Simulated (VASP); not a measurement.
A run of VASP 6.6.1 is set up as follows.

INCAR

```
PREC = Accurate
ENCUT = 600
EDIFF = 1E-6
ISMEAR = -1
SIGMA = 0.05
LREAL = False
LASPH = True
NELM = 80
ALGO = Fast
ISIF = 3
LWAVE = False
LCHARG = False
GGA = PE
IBRION = 2
NSW = 60
EDIFFG = -0.01
```

File KPOINTS:

```
Automatic mesh
0
Gamma
  10 10 10
```

Contents of POSCAR:

```
Sn
1.0
   -2.0291894110      2.0291894110      1.6607599896
    2.0291894110     -2.0291894110      1.6607599896
    2.0291894110      2.0291894110     -1.6607599896
Sn
1
Direct
    0.0000000000      0.0000000000      0.0000000000
```

Potentials or basis: VASP PAW PBE potentials, release 64 (Sn_d).

The run is started by

```console
$ cat potpaw_PBE.64/Sn_d/POTCAR > POTCAR
$ mpirun -np 1 vasp_std > vasp.out
```

Predict the relaxed volume.

27.73 Å³/atom.

Predict the band gap on the k mesh.

zero (band 7 reaches 14.60 eV, above the bottom of band 8 at 5.81 eV).

Predict the space group after relaxing (to 0.05 Å).

I4/mmm (No. 139).

Final structure:
```yaml
crystal:
  lattice:
    - [-2.02989, 2.02989, 1.68230]
    - [2.02989, -2.02989, 1.68230]
    - [2.02989, 2.02989, -1.68230]
  atoms:
    - { symbol: Sn, position: [0.00000, 0.00000, 0.00000] }
```

Caveat: spin-orbit coupling is left out, which moves the levels of the heavy elements.
